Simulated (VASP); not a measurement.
# Hf (Fm-3m) in VASP: notebook

The runs below take Hf through relaxation of cell and atoms, with PBE.

All numbers are computed with VASP 6.6.1; they aren't measurements. Logs are shortened: lines on timing, memory, paths and dates and some standing lists are left out, and cuts for length are marked.

**1. The cell of the first run**

It takes space group Fm-3m (No. 225, cubic). The conventional cell has a = 3.948 Å, b = 3.948 Å, c = 3.948 Å, α = 90.00°, β = 90.00°, γ = 90.00°. Within 3.7 Å of Hf (site symmetry m-3m) lie 12 Hf at 2.79 Å.

**2. Relaxation of cell and atoms, PBE, target pressure 74 GPa, at which the enthalpy is minimised**

INCAR

```
SYSTEM = Hf
ALGO = Normal ; EDIFF = 1E-6
EDIFFG = -0.005 ; ENCUT = 600
GGA = PE ; IBRION = 2
ISIF = 3 ; ISMEAR = -1
LASPH = .TRUE. ; LCHARG = .FALSE.
LREAL = .FALSE. ; LWAVE = .FALSE.
NELM = 80 ; NSW = 60
PREC = Accurate ; PSTRESS = 740.0
SIGMA = 0.05
```

KPOINTS

```
k-points
0
G
  17 17 17
  0 0 0
```

POSCAR

```
Hf
1.0
    0.0000000000      1.9741079986      1.9741079986
    1.9741079986      0.0000000000      1.9741079986
    1.9741079986      1.9741079986      0.0000000000
Hf
1
Direct
    0.0000000000      0.0000000000      0.0000000000
```

Potentials or basis: VASP PAW PBE potentials, release 64 (Hf_pv).

Run with:

```console
$ cat potpaw_PBE.64/Hf_pv/POTCAR > POTCAR
$ mpirun -np 1 vasp_std > vasp.out
```

OUTCAR:

```text
SYSTEM = Hf
   EDIFF = 1E-6
   EDIFFG = -0.005
   ENCUT = 600
   GGA = PE
   IBRION = 2
   ISIF = 3
   ISMEAR = -1
   LASPH = .TRUE.
   LREAL = .FALSE.
   NELM = 80
   NSW = 60
   PREC = Accurate
   PSTRESS = 740.0

 ion  position               nearest neighbor table
   1  0.000  0.000  0.000-

  LATTYP: Found a face centered cubic cell.
 ALAT       =     3.9482159972

  Lattice vectors:

 A1 = (   0.0000000000,   1.9741079986,   1.9741079986)
 A2 = (   1.9741079986,   0.0000000000,   1.9741079986)
 A3 = (   1.9741079986,   1.9741079986,   0.0000000000)

Analysis of symmetry for initial positions (statically):
=====================================================================
 Subroutine PRICEL returns:
 Original cell was already a primitive cell.

 Routine SETGRP: Setting up the symmetry group for a
 face centered cubic supercell.

 Subroutine GETGRP returns: Found 48 space group operations
 (whereof 48 operations were pure point group operations)
 out of a pool of 48 trial point group operations.

The static configuration has the point symmetry O_h .

Analysis of symmetry for dynamics (positions and initial velocities):
=====================================================================
 Subroutine PRICEL returns:
 Original cell was already a primitive cell.

 Routine SETGRP: Setting up the symmetry group for a
 face centered cubic supercell.

 Subroutine GETGRP returns: Found 48 space group operations
 (whereof 48 operations were pure point group operations)
 out of a pool of 48 trial point group operations.

The dynamic configuration has the point symmetry O_h .

 Subroutine INISYM returns: Found 48 space group operations
 (whereof 48 operations are pure point group operations),
 and found     1 'primitive' translations

----------------------------------------------------------------------------------------

                                     Primitive cell

  volume of cell :      15.3866

  direct lattice vectors                    reciprocal lattice vectors
     0.000000000  1.974107999  1.974107999    -0.253278949  0.253278949  0.253278949
     1.974107999  0.000000000  1.974107999     0.253278949 -0.253278949  0.253278949
     1.974107999  1.974107999  0.000000000     0.253278949  0.253278949 -0.253278949

  length of vectors
     2.791810305  2.791810305  2.791810305     0.438692009  0.438692009  0.438692009

  position of ions in fractional coordinates (direct lattice)
     0.000000000  0.000000000  0.000000000

  ion indices of the primitive-cell ions
   primitive index   ion index
                 1           1

----------------------------------------------------------------------------------------

 KPOINTS: k-points

Automatic generation of k-mesh.
 Grid dimensions read from file:
 generate k-points for:   17   17   17

 Generating k-lattice:

  Cartesian coordinates                     Fractional coordinates (reciprocal lattice)
    -0.014898762  0.014898762  0.014898762     0.058823529  0.000000000  0.000000000
     0.014898762 -0.014898762  0.014898762     0.000000000  0.058823529  0.000000000
     0.014898762  0.014898762 -0.014898762     0.000000000  0.000000000  0.058823529

  Length of vectors
     0.025805412  0.025805412  0.025805412

  Shift w.r.t. Gamma in fractional coordinates (k-lattice)
     0.000000000  0.000000000  0.000000000

 Subroutine IBZKPT returns following result:
 ===========================================

 Found    165 irreducible k-points:

 Following reciprocal coordinates:
            Coordinates               Weight
  0.000000  0.000000  0.000000      1.000000
  0.058824  0.000000  0.000000      8.000000
  0.117647  0.000000  0.000000      8.000000
  0.176471  0.000000  0.000000      8.000000
  0.235294  0.000000  0.000000      8.000000
  0.294118  0.000000  0.000000      8.000000
[... 16 lines left out ...]
 -0.176471  0.058824  0.000000     24.000000
 -0.117647  0.058824  0.000000     24.000000
 [... further k-points ...]
   k-points           NKPTS =    165   k-points in BZ     NKDIM =    165   number of bands    NBANDS=      9
   number of dos      NEDOS =    301   number of ions     NIONS =      1
   total plane-waves  NPLWV =  13824
   dimension x,y,z NGX =    24 NGY =   24 NGZ =   24
   dimension x,y,z NGXF=    48 NGYF=   48 NGZF=   48
   ions per type =               1
   NGX,Y,Z   is equivalent  to a cutoff of  14.29, 14.29, 14.29 a.u.
   NGXF,Y,Z  is equivalent  to a cutoff of  28.58, 28.58, 28.58 a.u.
 SYSTEM =  Hf
   PREC   = accura    normal or accurate (medium, high low for compatibility)
   ISTART =      0    job   : 0-new  1-cont  2-samecut
   ICHARG =      2    charge: 1-file 2-atom 10-const
   ISPIN  =      1    spin polarized calculation?
   LNONCOLLINEAR =      F non collinear calculations
   LSORBIT =      F    spin-orbit coupling
   LASPH  =      T    aspherical Exc in radial PAW
   ENCUT  =  600.0 eV  44.10 Ry    6.64 a.u.   5.58  5.58  5.58*2*pi/ulx,y,z
   NELM   =     80;   NELMIN=  2; NELMDL= -5     # of ELM steps
   EDIFF  = 0.1E-05   stopping-criterion for ELM
   LREAL  =      F    real-space projection
   EDIFFG = -.5E-02   stopping-criterion for IOM
   NSW    =     60    number of steps for IOM
   IBRION =      2    ionic relax: 0-MD 1-quasi-New 2-CG
   NFREE  =      1    steps in history (QN), initial steepest desc. (CG)
   ISIF   =      3    stress and relaxation
   ISYM   =      2    0-nonsym 1-usesym 2-fastsym
   POTIM  = 0.5000    time-step for ionic-motion
   TEBEG  =    0.0;   TEEND  =   0.0 temperature during run
   PSTRESS=  740.0 pullay stress
   NELECT =      10.0000    total number of electrons
   NUPDOWN=      -1.0000    fix difference up-down
   EMIN   =  10.00;   EMAX   =-10.00  energy-range for DOS
   EFERMI =   0.00;   METHOD = LEGACY
   ISMEAR =    -1;   SIGMA  =   0.05  broadening in eV -4-tet -1-fermi 0-gaus
   EFERMI_NEDOS =   21; number of points for ismear=-14 and -15
   IALGO  =     38    algorithm
   IMIX   =      4    mixing-type and parameters
     AMIX     =   0.40;   BMIX     =  1.00
     AMIX_MAG =   1.60;   BMIX_MAG =  1.00
  volume/ion in A,a.u.               =      15.39       103.83
  Fermi-wavevector in a.u.,A,eV,Ry     =   1.418058  2.679741 27.359790  2.010888
  Thomas-Fermi vector in A             =   2.539223
   LORBIT       =      0    0 simple, 1 ext, 2 COOP (PROOUT), +10 PAW based schemes
   GGA     = PE    functional components
   LHFCALC =     F    Hartree Fock is set to
   AEXX    =    0.0000 exact exchange contribution
   IVDW    =     0    specifies the selected vdW correction
   LEPSILON=     F    determine dielectric tensor
   LRPA    =     F    only Hartree local field effects (RPA)
 conjugate gradient relaxation of ions
 non-spin polarized calculation
  energy-cutoff  :      600.00
  volume of cell :       15.39
 maximum number of plane-waves:       534
   NGX = 11   NGY = 11   NGZ = 11

--------------------------------------- Ionic step        1  -------------------------------------------

 number of electron      10.0000000 magnetization

 Free energy of the ion-electron system (eV)
  ---------------------------------------------------
  ext. energy  EPLUGINS =         0.00000000
  ---------------------------------------------------
  free energy    TOTEN  =        -8.63878996 eV

  energy without entropy =       -8.63110511  energy(sigma->0) =       -8.63494754

------------------------ aborting loop because EDIFF is reached ----------------------------------------

  FORCE on cell =-STRESS in cart. coord.  units (eV):
  Direction    XX          YY          ZZ          XY          YZ          ZX
  --------------------------------------------------------------------------------------
  -------------------------------------------------------------------------------------
  Total        7.0049807      7.0049807      7.0049807      0.0000000      0.0000000      0.0000000
  in kB      729.4151899    729.4151899    729.4151899      0.0000000      0.0000000      0.0000000
  external PRESSURE =     -10.5848101 kB  Pullay stress =     740.0000000 kB
[... 59 lines left out ...]
  enthalpy is  TOTEN    =        -1.5303252731 eV   P V=        7.0025925764

--------------------------------------- Ionic step        3  -------------------------------------------

 number of electron      10.0000000 magnetization

 Free energy of the ion-electron system (eV)
  ---------------------------------------------------
  ext. energy  EPLUGINS =         0.00000000
  ---------------------------------------------------
  free energy    TOTEN  =        -8.61528445 eV

  energy without entropy =       -8.60765976  energy(sigma->0) =       -8.61147210

 E-fermi :   7.7750     XC(G=0): -13.1358

 val. band max:        7.7587454707   @ k =  -0.2941   0.1765   0.0000
 cond. band min:       7.7943846274   @ k =  -0.2941   0.2941   0.0000
 fundamental gap:      0.0356391567
 Fermi energy:         7.7750281481

 k-point     1 :       0.0000    0.0000    0.0000
  band No.  band energies     occupation
      1     -20.9145      2.00000
      2     -20.9145      2.00000
      3     -20.9145      2.00000
      4      -0.5128      2.00000
      5       9.1102      0.00000
      6       9.1102      0.00000
      7       9.1102      0.00000
      8      13.5425      0.00000
      9      13.5425      0.00000
[... 265 lines left out ...]
 k-point    24 :      -0.1176    0.0588    0.0000
  band No.  band energies     occupation
      1     -21.4822      2.00000
      2     -21.0496      2.00000
      3     -20.9532      2.00000
      4       0.6635      2.00000
      5       8.1267      0.00176
      6       9.6077      0.00000
      7       9.6219      0.00000
      8      12.4914      0.00000
      9      13.4773      0.00000

 [... further k-points ...]

------------------------ aborting loop because EDIFF is reached ----------------------------------------

  FORCE on cell =-STRESS in cart. coord.  units (eV):
  Direction    XX          YY          ZZ          XY          YZ          ZX
  --------------------------------------------------------------------------------------
  -------------------------------------------------------------------------------------
  Total        7.0831575      7.0831575      7.0831575      0.0000000      0.0000000      0.0000000
  in kB      740.0213712    740.0213712    740.0213712      0.0000000      0.0000000      0.0000000
  external PRESSURE =       0.0213712 kB  Pullay stress =     740.0000000 kB
[... 16 lines left out ...]
  FREE ENERGIE OF THE ION-ELECTRON SYSTEM (eV)
  ---------------------------------------------------
  free  energy   TOTEN  =        -8.6152844451 eV

  energy  without entropy=       -8.6076597643  energy(sigma->0) =       -8.61147210

  enthalpy is  TOTEN    =        -1.5323314908 eV   P V=        7.0829529543

 reached required accuracy - stopping structural energy minimisation
```

It took 16 s on 1 thread of Intel Xeon 6975P-C (Granite Rapids), shared host; peak memory 0.16 GiB.

What came out:

```yaml
Free_energy: -8.6153 eV
Relaxed_volume: 15.34 Å³/atom
Relaxed_cell: a = 2.789 Å, b = 2.789 Å, c = 2.789 Å, α = 60.00°, β = 60.00°, γ = 60.00°
Space_group_after_relaxing_to_0.05_Å: Fm-3m (No. 225)
Energy_change_on_relaxing_the_enthalpy_is_what_falls: +23.5 meV/atom
Ionic_steps: 3
Pressure_after_relaxing: 74.0 GPa
Band_gap_on_the_k_mesh: zero (band 5 reaches 9.11 eV, above the bottom of band 6 at 7.04 eV)
```

Step by step:
```
step  energy change (eV)  largest force (eV/Å)  pressure (GPa)  volume (Å³)
   1              0.0000                0.0000           72.94        15.39
   2              0.1059                0.0000           77.74        15.16
   3              0.0235                0.0000           74.00        15.34
```

Final structure:
```
Hf
1.0
     0.00000    1.97191    1.97191
     1.97191    0.00000    1.97191
     1.97191    1.97191    0.00000
Hf
1
Cartesian
  0.0000 0.0000 0.0000
```

Caveat: the cell is relaxed towards a set pressure, so the enthalpy falls and the energy may rise; spin-orbit coupling is left out, which moves the levels of the heavy elements.

**3. Relaxation of cell and atoms, PBE, target pressure 74 GPa, at which the enthalpy is minimised**

INCAR

```
  PREC = Accurate
  ENCUT = 600
  EDIFF = 1E-7
  ISMEAR = -1
  SIGMA = 0.05
  LREAL = F
  LASPH = T
  NELM = 100
  ALGO = Normal
  ISIF = 3
  LWAVE = F
  LCHARG = F
  GGA = PE
  IBRION = 2
  NSW = 32
  EDIFFG = -0.005
  PSTRESS = 740.0
```

KPOINTS

```
Automatic mesh
0
Gamma
  17 17 17
```

POSCAR is that of step 2.

Potentials or basis: VASP PAW PBE potentials, release 64 (Hf_pv).

Run with:

```console
$ cat potpaw_PBE.64/Hf_pv/POTCAR > POTCAR
$ mpirun -np 1 vasp_std > vasp.out
```

Run time: 16 s. Hardware: 1 thread of Intel Xeon 6975P-C (Granite Rapids), shared host; peak memory 0.16 GiB.

Results (log left out):

| Item | Value |
| --- | --- |
| Free energy | -8.6153 eV |
| Relaxed volume | 15.34 Å³/atom |
| Relaxed cell | a = 2.789 Å, b = 2.789 Å, c = 2.789 Å, α = 60.00°, β = 60.00°, γ = 60.00° |
| Space group after relaxing (to 0.05 Å) | Fm-3m (No. 225) |
| Energy change on relaxing (the enthalpy is what falls) | +23.5 meV/atom |
| Ionic steps | 3 |
| Pressure after relaxing | 74.0 GPa |
| Band gap on the k mesh | zero (band 5 reaches 9.11 eV, above the bottom of band 6 at 7.04 eV) |

Step by step:
```csv
step,energy change (eV),largest force (eV/Å),pressure (GPa),volume (Å³)
1,0.0000,0.0000,72.94,15.39
2,0.1061,0.0000,77.75,15.16
3,0.0235,0.0000,74.00,15.34
```

Final structure:
```
Hf
1.0
     0.00000    1.97191    1.97191
     1.97191    0.00000    1.97191
     1.97191    1.97191    0.00000
Hf
1
Direct
  0.00000 0.00000 0.00000
```

Levels at points of the mesh, in eV from the Fermi level:
| k point | band 3 | band 4 | band 5 | band 6 | band 7 | band 8 |
| --- | --- | --- | --- | --- | --- | --- |
| (0.00, 0.00, 0.00) | -28.69 | -8.29 | 1.34 | 1.34 | 1.34 | 5.77 |

Caveat: the cell is relaxed towards a set pressure, so the enthalpy falls and the energy may rise; spin-orbit coupling is left out, which moves the levels of the heavy elements.

**4. Relaxation of cell and atoms, PBE**

This run uses another cell than the first one, of 22.56 Å³/atom, 1.466 times its volume.

INCAR

```
SYSTEM = Hf
  ALGO = Normal
  EDIFF = 1E-6
  EDIFFG = -0.005
  ENCUT = 600
  GGA = PE
  IBRION = 2
  ISIF = 3
  ISMEAR = -1
  LASPH = .TRUE.
  LCHARG = .FALSE.
  LREAL = .FALSE.
  LWAVE = .FALSE.
  NELM = 60
  NSW = 60
  PREC = Accurate
  SIGMA = 0.05
```

KPOINTS

```
k-points
0
G
  15 15 15
  0 0 0
```

POSCAR

```
Hf
1.0
    0.0000000000      2.2427254771      2.2427254771
    2.2427254771      0.0000000000      2.2427254771
    2.2427254771      2.2427254771      0.0000000000
Hf
1
Direct
    0.0000000000      0.0000000000      0.0000000000
```

Run with:

```console
$ cat potpaw_PBE.64/Hf_pv/POTCAR > POTCAR
$ mpirun -np 1 vasp_std > vasp.out
```

It took 24 s on 1 thread of Intel Xeon 6975P-C (Granite Rapids), shared host; peak memory 0.18 GiB.

Results (log left out):

| Quantity | Value |
| --- | --- |
| Free energy | -9.8607 eV |
| Relaxed volume | 22.47 Å³/atom |
| Relaxed cell | a = 3.167 Å, b = 3.167 Å, c = 3.167 Å, α = 60.00°, β = 60.00°, γ = 60.00° |
| Space group after relaxing (to 0.05 Å) | Fm-3m (No. 225) |
| Energy gained by relaxing | 0.1 meV/atom |
| Ionic steps | 3 |
| Pressure after relaxing | 0.0 GPa |
| Band gap on the k mesh | zero (band 5 reaches 6.11 eV, above the bottom of band 6 at 4.31 eV) |

The path:
```tsv
step	energy change (eV)	largest force (eV/Å)	pressure (GPa)	volume (Å³)
1	0.0000	0.0000	-0.41	22.56
2	0.0000	0.0000	0.45	22.37
3	-0.0001	0.0000	0.00	22.47
```

Final structure:
```cif
data_structure
_symmetry_space_group_name_H-M 'P 1'
_symmetry_Int_Tables_number 1
_cell_length_a 3.1674
_cell_length_b 3.1674
_cell_length_c 3.1674
_cell_angle_alpha 60.000
_cell_angle_beta 60.000
_cell_angle_gamma 60.000
_cell_volume 22.47
loop_
_atom_site_label
_atom_site_type_symbol
_atom_site_fract_x
_atom_site_fract_y
_atom_site_fract_z
_atom_site_occupancy
Hf1 Hf 0.00000 0.00000 0.00000 1
```

Levels at points of the mesh, in eV from the Fermi level:
```tsv
k point	band 2	band 3	band 4	band 5	band 6	band 7	band 8	band 9
(0.00, 0.00, 0.00)	-30.03	-30.03	-7.19	1.40	1.40	1.40	4.18	4.18
```

Caveat: spin-orbit coupling is left out, which moves the levels of the heavy elements.
